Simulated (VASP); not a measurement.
Write the native input for VASP 6.6.1 that does the following.

```yaml
Task: single point
Functional: LDA
Potentials_or_basis: VASP PAW LDA potentials, release 64 (Cu, Au)
Cutoff: 600 eV
k_mesh: 10 × 10 × 8
Occupations: fermi-dirac, width 0.0272 eV
Spin: no spin polarisation
Dipole_correction: no
Further_INCAR_settings: ALGO = Normal; EDIFF = 1e-06; NBANDS = 18
```

The structure of CuAu lies in POSCAR:

```
CuAu
1.0
    2.8107494552      0.0000000000      0.0000000000
    0.0000000000      2.8107494552      0.0000000000
    0.0000000000      0.0000000000      3.6850000000
Cu Au
1 1
Direct
    0.5000000000      0.5000000000      0.5000000000
    0.0000000000      0.0000000000      0.0000000000
```

These files were run (other wordings do the same):

INCAR

```
SYSTEM = CuAu
PREC = Accurate ; ENCUT = 600
EDIFF = 1E-6 ; ISMEAR = -1
SIGMA = 0.0272 ; LREAL = .FALSE.
LASPH = .TRUE. ; NELM = 120
ALGO = Normal ; ISIF = 2
LWAVE = .FALSE. ; LCHARG = .FALSE.
NBANDS = 18 ; GGA_COMPAT = .FALSE.
```

KPOINTS

```
Automatic mesh
0
G
  10 10 8
  0 0 0
```

Potentials or basis: VASP PAW LDA potentials, release 64 (Cu, Au).

Launch:

```console
$ cat potpaw_LDA.64/Cu/POTCAR potpaw_LDA.64/Au/POTCAR > POTCAR
$ mpirun -np 1 vasp_std > vasp.out
```

Results of the run:

* Pressure: -8.3 GPa
* Band gap on the k mesh: zero (bands 11 and 12 overlap by 7.28 eV)

Caveat: the cell stands under tension; spin-orbit coupling is left out, which moves the levels of the heavy elements.

Wall time 80 s on 1 thread of Intel Xeon 8259CL, on a shared host, peak memory 0.19 GiB.
